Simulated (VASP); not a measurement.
# Al (I4/mmm) in VASP: single point with PBEsol

Aim: the single point of Al with PBEsol.

Everything below comes from runs of VASP 6.6.1. Logs are shortened: lines on timing, memory, paths and dates and some standing lists are left out, and cuts for length are marked.

## 1. The cell of the first run

It takes space group I4/mmm (No. 139, tetragonal). The conventional cell has a = 2.975 Å, b = 2.975 Å, c = 9.442 Å, α = 90.00°, β = 90.00°, γ = 90.00°. Within 3.9 Å of Al (site symmetry 4/mmm) lie 4 Al at 2.98 Å.

## 2. Single point, PBEsol

INCAR reads:

```
PREC = Accurate
ENCUT = 500
EDIFF = 1E-6
ISMEAR = -1
SIGMA = 0.02
LREAL = False
LASPH = True
NELM = 120
ALGO = Normal
ISIF = 2
LWAVE = False
LCHARG = False
GGA = PS
NBANDS = 8
GGA_COMPAT = False
```

KPOINTS reads:

```
Automatic mesh
0
Gamma
  13 13 13
```

POSCAR reads:

```
Al
1.0
   -1.4875267600      1.4875267600      4.7209314900
    1.4875267600     -1.4875267600      4.7209314900
    1.4875267600      1.4875267600     -4.7209314900
Al
1
Direct
    0.0000000000      0.0000000000      0.0000000000
```

Potentials or basis: VASP PAW PBE potentials, release 64 (Al).

The run is started by

```console
$ cat potpaw_PBE.64/Al/POTCAR > POTCAR
$ mpirun -np 1 vasp_std > vasp.out
```

OUTCAR:

```text
PREC = Accurate
   ENCUT = 500
   EDIFF = 1E-6
   ISMEAR = -1
   LREAL = False
   LASPH = True
   NELM = 120
   ISIF = 2
   GGA = PS

 ion  position               nearest neighbor table
   1  0.000  0.000  0.000-

  LATTYP: Found a body centered tetragonal cell.
 ALAT       =     2.9750535200
 C/A-ratio  =     3.1736783613

  Lattice vectors:

 A1 = (  -1.4875267600,   1.4875267600,   4.7209314900)
 A2 = (   1.4875267600,  -1.4875267600,   4.7209314900)
 A3 = (   1.4875267600,   1.4875267600,  -4.7209314900)

Analysis of symmetry for initial positions (statically):
=====================================================================
 Subroutine PRICEL returns:
 Original cell was already a primitive cell.

 Routine SETGRP: Setting up the symmetry group for a
 body centered tetragonal supercell.

 Subroutine GETGRP returns: Found 16 space group operations
 (whereof 16 operations were pure point group operations)
 out of a pool of 16 trial point group operations.

The static configuration has the point symmetry D_4h.

Analysis of symmetry for dynamics (positions and initial velocities):
=====================================================================
 Subroutine PRICEL returns:
 Original cell was already a primitive cell.

 Routine SETGRP: Setting up the symmetry group for a
 body centered tetragonal supercell.

 Subroutine GETGRP returns: Found 16 space group operations
 (whereof 16 operations were pure point group operations)
 out of a pool of 16 trial point group operations.

The dynamic configuration has the point symmetry D_4h.

 Subroutine INISYM returns: Found 16 space group operations
 (whereof 16 operations are pure point group operations),
 and found     1 'primitive' translations

----------------------------------------------------------------------------------------

                                     Primitive cell

  volume of cell :      41.7847

  direct lattice vectors                    reciprocal lattice vectors
    -1.487526760  1.487526760  4.720931490     0.000000000  0.336128407  0.105911302
     1.487526760 -1.487526760  4.720931490     0.336128407  0.000000000  0.105911302
     1.487526760  1.487526760 -4.720931490     0.336128407  0.336128407  0.000000000

  length of vectors
     5.168429728  5.168429728  5.168429728     0.352419508  0.352419508  0.475357352

  position of ions in fractional coordinates (direct lattice)
     0.000000000  0.000000000  0.000000000

  ion indices of the primitive-cell ions
   primitive index   ion index
                 1           1

----------------------------------------------------------------------------------------

 KPOINTS: Automatic mesh

Automatic generation of k-mesh.
 Grid dimensions read from file:
 generate k-points for:   13   13   13

 Generating k-lattice:

  Cartesian coordinates                     Fractional coordinates (reciprocal lattice)
     0.000000000  0.025856031  0.008147023     0.076923077  0.000000000  0.000000000
     0.025856031  0.000000000  0.008147023     0.000000000  0.076923077  0.000000000
     0.025856031  0.025856031  0.000000000     0.000000000  0.000000000  0.076923077

  Length of vectors
     0.027109193  0.027109193  0.036565950

  Shift w.r.t. Gamma in fractional coordinates (k-lattice)
     0.000000000  0.000000000  0.000000000

 Subroutine IBZKPT returns following result:
 ===========================================

 Found    196 irreducible k-points:

 Following reciprocal coordinates:
            Coordinates               Weight
  0.000000  0.000000  0.000000      1.000000
  0.076923  0.000000 -0.000000      8.000000
  0.153846  0.000000 -0.000000      8.000000
  0.230769 -0.000000  0.000000      8.000000
  0.307692  0.000000 -0.000000      8.000000
  0.384615  0.000000 -0.000000      8.000000
[... 16 lines left out ...]
  0.384615  0.153846 -0.000000     16.000000
  0.461538  0.153846 -0.000000     16.000000
 [... further k-points ...]
   k-points           NKPTS =    196   k-points in BZ     NKDIM =    196   number of bands    NBANDS=      8
   number of dos      NEDOS =    301   number of ions     NIONS =      1
   total plane-waves  NPLWV =  64000
   dimension x,y,z NGX =    40 NGY =   40 NGZ =   40
   dimension x,y,z NGXF=    80 NGYF=   80 NGZF=   80
   ions per type =               1
   NGX,Y,Z   is equivalent  to a cutoff of  12.87, 12.87, 12.87 a.u.
   NGXF,Y,Z  is equivalent  to a cutoff of  25.73, 25.73, 25.73 a.u.
 SYSTEM =  unknown system
   PREC   = accura    normal or accurate (medium, high low for compatibility)
   ISTART =      0    job   : 0-new  1-cont  2-samecut
   ICHARG =      2    charge: 1-file 2-atom 10-const
   ISPIN  =      1    spin polarized calculation?
   LNONCOLLINEAR =      F non collinear calculations
   LSORBIT =      F    spin-orbit coupling
   LASPH  =      T    aspherical Exc in radial PAW
   ENCUT  =  500.0 eV  36.75 Ry    6.06 a.u.   9.42  9.42  9.42*2*pi/ulx,y,z
   NELM   =    120;   NELMIN=  2; NELMDL= -5     # of ELM steps
   EDIFF  = 0.1E-05   stopping-criterion for ELM
   LREAL  =      F    real-space projection
   EDIFFG = 0.1E-04   stopping-criterion for IOM
   NSW    =      0    number of steps for IOM
   IBRION =     -1    ionic relax: 0-MD 1-quasi-New 2-CG
   NFREE  =      0    steps in history (QN), initial steepest desc. (CG)
   ISIF   =      2    stress and relaxation
   ISYM   =      2    0-nonsym 1-usesym 2-fastsym
   POTIM  = 0.5000    time-step for ionic-motion
   TEBEG  =    0.0;   TEEND  =   0.0 temperature during run
   PSTRESS=    0.0 pullay stress
   NELECT =       3.0000    total number of electrons
   NUPDOWN=      -1.0000    fix difference up-down
   EMIN   =  10.00;   EMAX   =-10.00  energy-range for DOS
   EFERMI =   0.00;   METHOD = LEGACY
   ISMEAR =    -1;   SIGMA  =   0.02  broadening in eV -4-tet -1-fermi 0-gaus
   EFERMI_NEDOS =   21; number of points for ismear=-14 and -15
   IALGO  =     38    algorithm
   IMIX   =      4    mixing-type and parameters
     AMIX     =   0.40;   BMIX     =  1.00
     AMIX_MAG =   1.60;   BMIX_MAG =  1.00
  volume/ion in A,a.u.               =      41.78       281.98
  Fermi-wavevector in a.u.,A,eV,Ry     =   0.680419  1.285805  6.299082  0.462969
  Thomas-Fermi vector in A             =   1.758903
   LORBIT       =      0    0 simple, 1 ext, 2 COOP (PROOUT), +10 PAW based schemes
   GGA     = PS    functional components
   LHFCALC =     F    Hartree Fock is set to
   AEXX    =    0.0000 exact exchange contribution
   IVDW    =     0    specifies the selected vdW correction
   LEPSILON=     F    determine dielectric tensor
   LRPA    =     F    only Hartree local field effects (RPA)
 non-spin polarized calculation
  energy-cutoff  :      500.00
  volume of cell :       41.78
 maximum number of plane-waves:      1085
 NGX is ok and might be reduce to    40
   NGX = 19   NGY = 19   NGZ = 19

 number of electron       3.0000000 magnetization

 Free energy of the ion-electron system (eV)
  ---------------------------------------------------
  ext. energy  EPLUGINS =         0.00000000
  ---------------------------------------------------
  free energy    TOTEN  =        -2.80062265 eV

  energy without entropy =       -2.79982521  energy(sigma->0) =       -2.80022393

 E-fermi :   0.9218     XC(G=0):  -6.8981

 val. band max:        0.9103279918   @ k =   0.4615   0.4615  -0.0000
 cond. band min:       0.9377975577   @ k =  -0.2308   0.3077   0.0769
 fundamental gap:      0.0274695659
 Fermi energy:         0.9217936756

 k-point     1 :       0.0000    0.0000    0.0000
  band No.  band energies     occupation
      1      -5.9614      2.00000
      2       1.3121      0.00000
      3       3.9731      0.00000
      4       9.2505      0.00000
      5       9.4174      0.00000
      6       9.4174      0.00000
      7      13.2972      0.00000
      8      15.0303      0.00000

 k-point     2 :       0.0769    0.0000   -0.0000
  band No.  band energies     occupation
      1      -5.8600      2.00000
      2       1.3381      0.00000
      3       4.1545      0.00000
      4       7.5443      0.00000
      5       9.4940      0.00000
      6      10.6483      0.00000
      7      13.2464      0.00000
      8      13.9419      0.00000

 k-point     3 :       0.1538    0.0000   -0.0000
  band No.  band energies     occupation
      1      -5.5568      2.00000
      2       1.4389      0.00000
      3       4.6515      0.00000
      4       5.6771      0.00000
      5       9.7227      0.00000
      6      11.1405      0.00000
      7      11.3948      0.00000
      8      15.4401      0.00000

 k-point     4 :       0.2308   -0.0000    0.0000
  band No.  band energies     occupation
      1      -5.0549      2.00000
      2       1.6573      0.00000
      3       3.7670      0.00000
      4       5.5283      0.00000
      5       9.2851      0.00000
      6      10.0994      0.00000
      7      11.9229      0.00000
      8      15.9334      0.00000

 k-point     5 :       0.3077    0.0000   -0.0000
  band No.  band energies     occupation
      1      -4.3611      2.00000
      2       2.0067      0.00000
      3       2.0703      0.00000
      4       6.4577      0.00000
      5       7.7832      0.00000
      6      10.6109      0.00000
      7      12.4109      0.00000
      8      15.9670      0.00000
[... 177 lines left out ...]
 k-point    22 :       0.3077    0.1538   -0.0000
  band No.  band energies     occupation
      1      -3.9089      2.00000
      2       1.9012      0.00000
      3       2.3191      0.00000
      4       6.9627      0.00000
      5       7.8959      0.00000
      6       8.7370      0.00000
      7      13.0668      0.00000
      8      13.5099      0.00000

 k-point    23 :       0.3846    0.1538   -0.0000
  band No.  band energies     occupation
      1      -3.0383      2.00000
      2       0.7747      1.99872
      3       2.4655      0.00000
      4       6.7633      0.00000
      5       7.8604      0.00000
      6       9.6257      0.00000
      7      12.0693      0.00000
      8      12.7278      0.00000

 k-point    24 :       0.4615    0.1538   -0.0000
  band No.  band energies     occupation
      1      -2.1046      2.00000
      2      -0.4994      2.00000
      3       3.1279      0.00000
      4       5.8580      0.00000
      5       8.3848      0.00000
      6      10.6787      0.00000
      7      11.0143      0.00000
      8      11.5145      0.00000

 [... further k-points ...]
[... 5 lines left out ...]
  --------------------------------------------------------------------------------------
  -------------------------------------------------------------------------------------
  Total       -1.7836935     -1.7836935     -0.7274210      0.0000000     -0.0000000      0.0000000
  in kB      -68.3932983    -68.3932983    -27.8919691      0.0000000     -0.0000000      0.0000000
  external PRESSURE =     -54.8928553 kB  Pullay stress =       0.0000000 kB

 VOLUME and BASIS-vectors are now :
 -----------------------------------------------------------------------------
  energy-cutoff  :      500.00
  volume of cell :       41.78
      direct lattice vectors                 reciprocal lattice vectors
    -1.487526760  1.487526760  4.720931490     0.000000000  0.336128407  0.105911302
     1.487526760 -1.487526760  4.720931490     0.336128407  0.000000000  0.105911302
     1.487526760  1.487526760 -4.720931490     0.336128407  0.336128407  0.000000000

 POSITION                                       TOTAL-FORCE (eV/Angst)
 -----------------------------------------------------------------------------------
      0.00000      0.00000      0.00000        -0.000000     -0.000000      0.000000
 -----------------------------------------------------------------------------------
    total drift:                                0.000000     -0.000000     -0.000000

  FREE ENERGIE OF THE ION-ELECTRON SYSTEM (eV)
  ---------------------------------------------------
  free  energy   TOTEN  =        -2.8006226540 eV

  energy  without entropy=       -2.7998252092  energy(sigma->0) =       -2.80022393
```

Run time: 81 s. Hardware: 1 thread of Intel Xeon Platinum 8259CL at 2.50GHz (Skylake/Cascade Lake), shared host; peak memory 0.25 GiB.

What came out:

```
Free energy : -2.8006 eV
Pressure    : -5.5 GPa
```

Caveat: the PAW data sets were made with another functional, which shifts forces and pressure a little.
